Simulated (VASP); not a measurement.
# SrO (Immm) in VASP: notebook

SrO is run at these levels: PBE; tasks: single point.

Everything below comes from runs of VASP 6.6.1. Logs are shortened: lines on timing, memory, paths and dates and some standing lists are left out, and cuts for length are marked.

## Step 1: The cell of the first run

The structure is orthorhombic, space group Immm (No. 71). The conventional cell has a = 3.616 Å, b = 3.652 Å, c = 5.140 Å, α = 90.00°, β = 90.00°, γ = 90.00°. Sr (site symmetry mmm) has 6 O at 2.57 Å within 3.4 Å. O (site symmetry mmm) has 6 Sr at 2.57 Å within 3.4 Å.

## Step 2: Single point, PBE (strain +0.0100 x Voigt [0, 0, 0, 0, 1, 0])

INCAR

```
PREC = Accurate
ENCUT = 520
EDIFF = 1E-7
ISMEAR = 0
SIGMA = 0.05
LREAL = False
LASPH = True
NELM = 80
ALGO = Normal
ISIF = 2
LWAVE = False
LCHARG = False
GGA = PE
NBANDS = 15
```

KPOINTS

```
Automatic mesh
0
Gamma
  8 8 8
```

POSCAR

```
SrO
1.0
    0.0128490000      2.5698000000      2.5698000000
    2.5826490000      0.0000000000      2.5826490000
    2.5698000000      2.5698000000      0.0128490000
Sr O
1 1
Direct
    0.0000000000      0.0000000000      0.0000000000
    0.5000000000      0.5000000000      0.5000000000
```

Potentials or basis: VASP PAW PBE potentials, release 64 (Sr_sv, O).

On the command line:

```bash
cat potpaw_PBE.64/Sr_sv/POTCAR potpaw_PBE.64/O/POTCAR > POTCAR
mpirun -np 1 vasp_std > vasp.out
```

OUTCAR:

```text
PREC = Accurate
   ENCUT = 520
   EDIFF = 1E-7
   ISMEAR = 0
   LREAL = False
   LASPH = True
   NELM = 80
   ISIF = 2
   GGA = PE

 ion  position               nearest neighbor table
   1  0.000  0.000  0.000-   2 2.57   2 2.57   2 2.57   2 2.57   2 2.57   2 2.57
   2  0.500  0.500  0.500-   1 2.57   1 2.57   1 2.57   1 2.57   1 2.57   1 2.57

  LATTYP: Found a body centered orthorhombic cell.
 ALAT       =     3.6160747825
 B/A-ratio  =     1.0100502513
 C/A-ratio  =     1.4213201632

  Lattice vectors:

 A1 = (   0.0128490000,  -2.5698000000,   2.5698000000)
 A2 = (  -0.0128490000,  -2.5698000000,  -2.5698000000)
 A3 = (   2.5698000000,   2.5698000000,   0.0128490000)

Analysis of symmetry for initial positions (statically):
=====================================================================
 Subroutine PRICEL returns:
 Original cell was already a primitive cell.

 Routine SETGRP: Setting up the symmetry group for a
 body centered orthorhombic supercell.

 Subroutine GETGRP returns: Found  8 space group operations
 (whereof  8 operations were pure point group operations)
 out of a pool of  8 trial point group operations.

The static configuration has the point symmetry D_2h.

Analysis of symmetry for dynamics (positions and initial velocities):
=====================================================================
 Subroutine PRICEL returns:
 Original cell was already a primitive cell.

 Routine SETGRP: Setting up the symmetry group for a
 body centered orthorhombic supercell.

 Subroutine GETGRP returns: Found  8 space group operations
 (whereof  8 operations were pure point group operations)
 out of a pool of  8 trial point group operations.

The dynamic configuration has the point symmetry D_2h.

 Subroutine INISYM returns: Found  8 space group operations
 (whereof  8 operations are pure point group operations),
 and found     1 'primitive' translations

----------------------------------------------------------------------------------------

                                     Primitive cell

  volume of cell :      33.9404

  direct lattice vectors                    reciprocal lattice vectors
     0.012849000  2.569800000  2.569800000    -0.195545398  0.194567671  0.195545398
     2.582649000  0.000000000  2.582649000     0.193599672 -0.194567671  0.193599672
     2.569800000  2.569800000  0.012849000     0.195545398  0.194567671 -0.195545398

  length of vectors
     3.634268727  3.652417243  3.634268727     0.338131015  0.335884273  0.338131015

  position of ions in fractional coordinates (direct lattice)
     0.000000000  0.000000000  0.000000000
     0.500000000  0.500000000  0.500000000

  ion indices of the primitive-cell ions
   primitive index   ion index
                 1           1
                 2           2

----------------------------------------------------------------------------------------

 KPOINTS: Automatic mesh

Automatic generation of k-mesh.
 Grid dimensions read from file:
 generate k-points for:    8    8    8

 Generating k-lattice:

  Cartesian coordinates                     Fractional coordinates (reciprocal lattice)
    -0.024443175  0.024320959  0.024443175     0.125000000  0.000000000 -0.000000000
     0.024199959 -0.024320959  0.024199959     0.000000000  0.125000000  0.000000000
     0.024443175  0.024320959 -0.024443175    -0.000000000  0.000000000  0.125000000

  Length of vectors
     0.042266377  0.041985534  0.042266377

  Shift w.r.t. Gamma in fractional coordinates (k-lattice)
     0.000000000  0.000000000  0.000000000

 Subroutine IBZKPT returns following result:
 ===========================================

 Found     95 irreducible k-points:

 Following reciprocal coordinates:
            Coordinates               Weight
  0.000000  0.000000  0.000000      1.000000
  0.125000  0.000000 -0.000000      4.000000
  0.250000  0.000000 -0.000000      4.000000
  0.375000  0.000000 -0.000000      4.000000
  0.500000  0.000000 -0.000000      2.000000
  0.000000  0.125000  0.000000      4.000000
[... 16 lines left out ...]
  0.125000  0.375000 -0.000000      8.000000
  0.250000  0.375000 -0.000000      8.000000
 [... further k-points ...]
   k-points           NKPTS =     95   k-points in BZ     NKDIM =     95   number of bands    NBANDS=     15
   number of dos      NEDOS =    301   number of ions     NIONS =      2
   total plane-waves  NPLWV =  21952
   dimension x,y,z NGX =    28 NGY =   28 NGZ =   28
   dimension x,y,z NGXF=    56 NGYF=   56 NGZF=   56
   ions per type =               1   1
   NGX,Y,Z   is equivalent  to a cutoff of  12.81, 12.74, 12.81 a.u.
   NGXF,Y,Z  is equivalent  to a cutoff of  25.62, 25.49, 25.62 a.u.
 SYSTEM =  unknown system
   PREC   = accura    normal or accurate (medium, high low for compatibility)
   ISTART =      0    job   : 0-new  1-cont  2-samecut
   ICHARG =      2    charge: 1-file 2-atom 10-const
   ISPIN  =      1    spin polarized calculation?
   LNONCOLLINEAR =      F non collinear calculations
   LSORBIT =      F    spin-orbit coupling
   LASPH  =      T    aspherical Exc in radial PAW
   ENCUT  =  520.0 eV  38.22 Ry    6.18 a.u.   6.76  6.79  6.76*2*pi/ulx,y,z
   NELM   =     80;   NELMIN=  2; NELMDL= -5     # of ELM steps
   EDIFF  = 0.1E-06   stopping-criterion for ELM
   LREAL  =      F    real-space projection
   EDIFFG = 0.1E-05   stopping-criterion for IOM
   NSW    =      0    number of steps for IOM
   IBRION =     -1    ionic relax: 0-MD 1-quasi-New 2-CG
   NFREE  =      0    steps in history (QN), initial steepest desc. (CG)
   ISIF   =      2    stress and relaxation
   ISYM   =      2    0-nonsym 1-usesym 2-fastsym
   POTIM  = 0.5000    time-step for ionic-motion
   TEBEG  =    0.0;   TEEND  =   0.0 temperature during run
   PSTRESS=    0.0 pullay stress
   NELECT =      16.0000    total number of electrons
   NUPDOWN=      -1.0000    fix difference up-down
   EMIN   =  10.00;   EMAX   =-10.00  energy-range for DOS
   EFERMI =   0.00;   METHOD = LEGACY
   ISMEAR =     0;   SIGMA  =   0.05  broadening in eV -4-tet -1-fermi 0-gaus
   EFERMI_NEDOS =   21; number of points for ismear=-14 and -15
   IALGO  =     38    algorithm
   IMIX   =      4    mixing-type and parameters
     AMIX     =   0.40;   BMIX     =  1.00
     AMIX_MAG =   1.60;   BMIX_MAG =  1.00
  volume/ion in A,a.u.               =      16.97       114.52
  Fermi-wavevector in a.u.,A,eV,Ry     =   1.274116  2.407731 22.087327  1.623373
  Thomas-Fermi vector in A             =   2.406902
   LORBIT       =      0    0 simple, 1 ext, 2 COOP (PROOUT), +10 PAW based schemes
   GGA     = PE    functional components
   LHFCALC =     F    Hartree Fock is set to
   AEXX    =    0.0000 exact exchange contribution
   IVDW    =     0    specifies the selected vdW correction
   LEPSILON=     F    determine dielectric tensor
   LRPA    =     F    only Hartree local field effects (RPA)
 non-spin polarized calculation
 Gauss-broadening in eV      SIGMA  =   0.05
  energy-cutoff  :      520.00
  volume of cell :       33.94
 maximum number of plane-waves:       934
   NGX = 13   NGY = 13   NGZ = 13

 number of electron      15.9999997 magnetization

 Free energy of the ion-electron system (eV)
  ---------------------------------------------------
  ext. energy  EPLUGINS =         0.00000000
  ---------------------------------------------------
  free energy    TOTEN  =       -12.03972185 eV

  energy without entropy =      -12.03972185  energy(sigma->0) =      -12.03972185

 E-fermi :   1.9098     XC(G=0): -10.0331

 val. band max:        1.6814631363   @ k =   0.0000   0.0000   0.0000
 cond. band min:       4.9339830091   @ k =   0.5000   0.0000   0.5000
 fundamental gap:      3.2525198727
 Fermi energy:         1.9097549333

 k-point     1 :       0.0000    0.0000    0.0000
  band No.  band energies     occupation
      1     -30.7144      2.00000
      2     -13.4219      2.00000
      3     -12.3533      2.00000
      4     -12.3507      2.00000
      5     -12.3479      2.00000
      6       1.6600      2.00000
      7       1.6703      2.00000
      8       1.6815      2.00000
      9       5.6629      0.00000
     10       7.8221      0.00000
     11       7.8834      0.00000
     12       7.9462      0.00000
     13      10.0550      0.00000
     14      10.0552      0.00000
     15      14.3898      0.00000

 k-point     2 :       0.1250    0.0000   -0.0000
  band No.  band energies     occupation
      1     -30.6940      2.00000
      2     -13.7880      2.00000
      3     -12.3653      2.00000
      4     -12.3630      2.00000
      5     -12.0333      2.00000
      6       1.2241      2.00000
      7       1.4585      2.00000
      8       1.4761      2.00000
      9       6.3645      0.00000
     10       7.7612      0.00000
     11       8.1313      0.00000
     12       8.2166      0.00000
     13      10.4631      0.00000
     14      10.4635      0.00000
     15      15.4058      0.00000

 k-point     3 :       0.2500    0.0000   -0.0000
  band No.  band energies     occupation
      1     -30.6443      2.00000
      2     -14.3604      2.00000
      3     -12.3947      2.00000
      4     -12.3940      2.00000
      5     -11.5837      2.00000
      6       0.3961      2.00000
      7       1.0241      2.00000
      8       1.0490      2.00000
      9       7.6818      0.00000
     10       7.9092      0.00000
     11       8.9713      0.00000
     12       9.0629      0.00000
     13      11.4815      0.00000
     14      11.4822      0.00000
     15      17.4218      0.00000
[... 343 lines left out ...]
 k-point    23 :       0.1250    0.3750   -0.0000
  band No.  band energies     occupation
      1     -30.6013      2.00000
      2     -14.5997      2.00000
      3     -12.4833      2.00000
      4     -12.4803      2.00000
      5     -11.4545      2.00000
      6       0.0289      2.00000
      7       0.8250      2.00000
      8       1.0016      2.00000
      9       7.3021      0.00000
     10       8.7057      0.00000
     11      10.1501      0.00000
     12      10.2887      0.00000
     13      12.1141      0.00000
     14      12.6703      0.00000
     15      17.3720      0.00000

 k-point    24 :       0.2500    0.3750   -0.0000
  band No.  band energies     occupation
      1     -30.5860      2.00000
      2     -14.2877      2.00000
      3     -12.6328      2.00000
      4     -12.5849      2.00000
      5     -11.8909      2.00000
      6       0.4085      2.00000
      7       1.2666      2.00000
      8       1.3737      2.00000
      9       5.9774      0.00000
     10       8.5980      0.00000
     11      10.8067      0.00000
     12      10.9592      0.00000
     13      11.6501      0.00000
     14      12.6364      0.00000
     15      17.6683      0.00000

 [... further k-points ...]
[... 5 lines left out ...]
  --------------------------------------------------------------------------------------
  -------------------------------------------------------------------------------------
  Total        0.7435645      0.7420660      0.7435645     -0.0000000      0.0000000     -0.1145330
  in kB       35.1004036     35.0296681     35.1004036     -0.0000000      0.0000000     -5.4065979
  external PRESSURE =      35.0768251 kB  Pullay stress =       0.0000000 kB

 VOLUME and BASIS-vectors are now :
 -----------------------------------------------------------------------------
  energy-cutoff  :      520.00
  volume of cell :       33.94
      direct lattice vectors                 reciprocal lattice vectors
     0.012849000  2.569800000  2.569800000    -0.195545398  0.194567671  0.195545398
     2.582649000  0.000000000  2.582649000     0.193599672 -0.194567671  0.193599672
     2.569800000  2.569800000  0.012849000     0.195545398  0.194567671 -0.195545398

 POSITION                                       TOTAL-FORCE (eV/Angst)
 -----------------------------------------------------------------------------------
      0.00000      0.00000      0.00000         0.000000     -0.000000     -0.000000
      2.58265      2.56980      2.58265        -0.000000      0.000000      0.000000
 -----------------------------------------------------------------------------------
    total drift:                                0.000000      0.000000      0.000000

  FREE ENERGIE OF THE ION-ELECTRON SYSTEM (eV)
  ---------------------------------------------------
  free  energy   TOTEN  =       -12.0397218523 eV

  energy  without entropy=      -12.0397218523  energy(sigma->0) =      -12.03972185
```

Run time: 23 s. Hardware: 1 thread of Intel Xeon Platinum 8559C (Emerald Rapids), shared host; peak memory 0.19 GiB.

Results:

- Free energy: -12.0397 eV
- Pressure: 3.5 GPa
- Band gap on the k mesh: 3.25 eV, indirect (least direct gap 3.34 eV)

Caveat: the cell differs from its parent crystal (strain +0.0100 x Voigt [0, 0, 0, 0, 1, 0]).

(Continued in part 2 of 2.)
